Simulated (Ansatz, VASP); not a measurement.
**One calculation of BP, two programs**

File POSCAR:

```
BP
1.0
    4.5380000000      0.0000000000      0.0000000000
    0.0000000000     -4.5380000000      0.0000000000
    0.0000000000      0.0000000000     -4.5380000000
B P
4 4
Direct
    0.0000000000      0.5000000000      0.5000000000
    0.5000000000      0.0000000000      0.5000000000
    0.5000000000      0.5000000000      0.0000000000
    0.0000000000      0.0000000000      0.0000000000
    0.7500000000      0.7500000000      0.7500000000
    0.2500000000      0.2500000000      0.7500000000
    0.2500000000      0.7500000000      0.2500000000
    0.7500000000      0.2500000000      0.2500000000
```

Contents of INCAR.step1:

```
SYSTEM = BP
ALGO = Normal ; EDIFF = 1E-4
ENCUT = 520 ; GGA = PE
ISMEAR = 0 ; LASPH = .TRUE.
LCHARG = .FALSE. ; LREAL = .FALSE.
LWAVE = .TRUE. ; NBANDS = 26
NELM = 100 ; PREC = Accurate
SIGMA = 0.05
```

Contents of INCAR.step2:

```
SYSTEM = BP
ALGO = Normal ; EDIFF = 1E-7
ENCUT = 520 ; ISIF = 2
ISMEAR = 0 ; ISTART = 1
LASPH = .TRUE. ; LCHARG = .FALSE.
LMIXTAU = .TRUE. ; LREAL = .FALSE.
LWAVE = .FALSE. ; METAGGA = R2SCAN
NBANDS = 26 ; NELM = 100
PREC = Accurate ; SIGMA = 0.05
```

File KPOINTS:

```
k-points
0
G
  6 6 6
  0 0 0
```

Input for Ansatz:

```yaml
crystal:
  lattice:
    - [4.538, 0.0, 0.0]
    - [0.0, -4.538, 0.0]
    - [0.0, 0.0, -4.538]
  atoms:
    - { symbol: B, position: [0.0, 0.5, 0.5] }
    - { symbol: B, position: [0.5, 0.0, 0.5] }
    - { symbol: B, position: [0.5, 0.5, 0.0] }
    - { symbol: B, position: [0.0, 0.0, 0.0] }
    - { symbol: P, position: [0.75, 0.75, 0.75] }
    - { symbol: P, position: [0.25, 0.25, 0.75] }
    - { symbol: P, position: [0.25, 0.75, 0.25] }
    - { symbol: P, position: [0.75, 0.25, 0.25] }
basis:
  ecutwfc: 500
kpoints:
  mp_grid: { grid: [6, 6, 6] }
hamiltonian:
  xc: r2scan
scf:
  occupations: { method: gaussian, width: 0.05 }
output:
  forces: true
  stress: true
  eigenvalues: true
  write_density: true
  write_potential: true
  elf: true
  volumetric_format: npy
```

Alike in both runs: task single point; functional r2SCAN; k mesh 6 × 6 × 6; occupations gaussian, width 0.05 eV; no spin polarisation.

|  | VASP | Ansatz |
| --- | --- | --- |
| version | VASP 6.6.1 | Ansatz 0.2.0 |
| potentials or method | VASP PAW PBE potentials, release 64 (B, P), cutoff 520 eV | scalar-relativistic, plane waves, PAW |
| valence electrons in the cell | 32 | 32 |

|  | VASP | Ansatz | Ansatz less VASP |
| --- | --- | --- | --- |
| gap on the k mesh at the Fermi level (eV) | 1.44 | 1.41 | -0.031 |
| least direct gap on the mesh (eV) | 1.54 | 1.50 | -0.037 |
| pressure (GPa) | -0.7 | -0.2 | +0.51 |

VASP's potentials were made for PBE, not for r2SCAN.
